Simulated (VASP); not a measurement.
Here is a VASP 6.6.1 calculation.

The input INCAR:

```
SYSTEM = VSi
PREC     = Accurate       ! precision mode
ENCUT    = 520            ! plane-wave cutoff, eV
EDIFF    = 1E-8           ! SCF threshold, eV
ISMEAR   = -1             ! smearing method
SIGMA    = 0.05           ! smearing width, eV
LREAL    = .FALSE.        ! projectors in reciprocal space
LASPH    = .TRUE.         ! aspherical terms in the spheres
NELM     = 150            ! most SCF steps
ALGO     = Normal         ! electronic algorithm
ISIF     = 2              ! what is computed and relaxed
LWAVE    = .FALSE.        ! write WAVECAR
LCHARG   = .FALSE.        ! write CHGCAR
ISPIN    = 2              ! spin polarisation
MAGMOM   = 1.5 0          ! initial moments
LORBIT   = 11             ! projections on sites
LMAXMIX  = 4              ! l up to which the mixer works
GGA      = PE             ! functional
LEFG     = .TRUE.       
NBANDS   = 20             ! bands
```

Contents of KPOINTS:

```
Automatic mesh
0
G
  11 11 11
  0 0 0
```

File POSCAR:

```
VSi
1.0
    0.0000000000      2.7645669837      2.7645669837
    2.7645669837      0.0000000000      2.7645669837
    2.7645669837      2.7645669837      0.0000000000
V Si
1 1
Direct
    0.0000000000      0.0000000000      0.0000000000
    0.2500000000      0.2500000000      0.2500000000
```

Potentials or basis: VASP PAW PBE potentials, release 64 (V_sv, Si).

The run is started by

```console
$ cat potpaw_PBE.64/V_sv/POTCAR potpaw_PBE.64/Si/POTCAR > POTCAR
$ mpirun -np 1 vasp_std > vasp.out
```

(1) Estimate the site moments.

(2) What does it give for the net moment?

Results:

(1) V +0.54; Si -0.04 μB.

(2) 0.55 μB per cell.

Caveat: without QUAD_EFG the Cq values of the log hold for a quadrupole moment of 1 mb, not for the nuclei.
